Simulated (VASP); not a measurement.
Here is a VASP 6.6.1 calculation.

File INCAR:

```
ALGO     = Fast           # electronic algorithm
EDIFF    = 1E-6           # SCF threshold, eV
EDIFFG   = -0.04          # ionic threshold
ENCUT    = 600            # plane-wave cutoff, eV
GGA      = PE             # functional
IBRION   = 2              # ionic algorithm
ISIF     = 3              # what is computed and relaxed
ISMEAR   = 0              # smearing method
LASPH    = True           # aspherical terms in the spheres
LCHARG   = False          # write CHGCAR
LREAL    = False          # projectors in reciprocal space
LWAVE    = False          # write WAVECAR
NELM     = 60             # most SCF steps
NSW      = 90             # ionic steps
PREC     = Accurate       # precision mode
SIGMA    = 0.1            # smearing width, eV
```

The input KPOINTS:

```
k-points
0
Gamma
  4 4 4
```

Contents of POSCAR:

```
Re
1.0
   -3.1988913854      3.1988913854      3.1988913854
    3.1988913854     -3.1988913854      3.1988913854
    3.1988913854      3.1988913854     -3.1988913854
Re
8
Direct
    0.2060000000      0.2060000000      0.2060000000
    0.5000000000      0.0000000000      0.2940000000
    0.2940000000      0.5000000000      0.0000000000
    0.0000000000      0.2940000000      0.5000000000
    0.7940000000      0.7940000000      0.7940000000
    0.5000000000      0.0000000000      0.7060000000
    0.7060000000      0.5000000000      0.0000000000
    0.0000000000      0.7060000000      0.5000000000
```

Potentials or basis: VASP PAW PBE potentials, release 64 (Re).

Launch:

```bash
$ cat potpaw_PBE.64/Re/POTCAR > POTCAR
$ mpirun -np 1 vasp_std > vasp.out
```

**Question.** What does it give for the band gap on the k mesh?

**Answer.** Zero (band 28 reaches 5.43 eV, above the bottom of band 29 at 4.14 eV).

**Question.** Estimate the space group after relaxing (to 0.05 Å).

**Answer.** Ia-3 (No. 206).

**Question.** Predict the relaxed volume.

**Answer.** 20.08 Å³/atom.

Forces on the atoms (eV/Å):
```
Re  -0.012 -0.012 -0.012
Re   0.012  0.012 -0.012
Re  -0.012  0.012  0.012
Re   0.012 -0.012  0.012
Re   0.012  0.012  0.012
Re  -0.012 -0.012  0.012
Re   0.012 -0.012 -0.012
Re  -0.012  0.012 -0.012
```

Caveat: the volume moved by over 15 % at a fixed basis, so the end points are rough; spin-orbit coupling is left out, which moves the levels of the heavy elements.
